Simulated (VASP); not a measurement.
Mg:

```xyz
2
Lattice="3.2093 0.0000 0.0000 -1.6046 2.7793 0.0000 0.0000 0.0000 5.2103" Properties=species:S:1:pos:R:3 pbc="T T T"
Mg    0.0000    1.8529    1.3026
Mg    1.6047    0.9264    3.9077
```

| Item | Value |
| --- | --- |
| Program | VASP 6.6.1 |
| Task | relaxation of cell and atoms |
| Functional | LDA |
| Potentials or basis | VASP PAW LDA potentials, release 64 (Mg) |
| Cutoff | 600 eV |
| k mesh | 12 × 12 × 8 |
| Occupations | gaussian, width 0.1 eV |
| Spin | no spin polarisation |

At the start: pressure -2.8 GPa; volume 23.24 Å³/atom.

Problem. How do energy, volume and symmetry change on relaxing?

Solution. Over 8 steps the energy falls by 18.2 meV/atom and the volume is 21.42 Å³/atom (-7.8 %); space group P6_3/mmc (No. 194, to 0.1 Å) before and after.

The path:
| step | energy change (eV) | largest force (eV/Å) | pressure (GPa) | volume (Å³) |
| --- | --- | --- | --- | --- |
| 1 | 0.0000 | 0.0000 | -2.84 | 46.47 |
| 2 | -0.0331 | 0.0000 | -0.85 | 43.76 |
| 3 | -0.0359 | 0.0000 | 0.00 | 42.83 |
| 4 | -0.0359 | 0.0000 | 0.06 | 42.76 |
| 5 | -0.0363 | 0.0000 | 0.06 | 42.77 |
| 6 | -0.0364 | 0.0000 | 0.05 | 42.79 |
| 7 | -0.0364 | 0.0000 | 0.05 | 42.79 |
| 8 | -0.0364 | 0.0000 | 0.00 | 42.84 |

Final structure:
```
CELL_PARAMETERS angstrom
3.14189 0.00000 0.00000
-1.57094 2.72095 0.00000
0.00000 0.00000 5.01161
ATOMIC_POSITIONS crystal
Mg 0.33333 0.66667 0.25000
Mg 0.66667 0.33333 0.75000
```
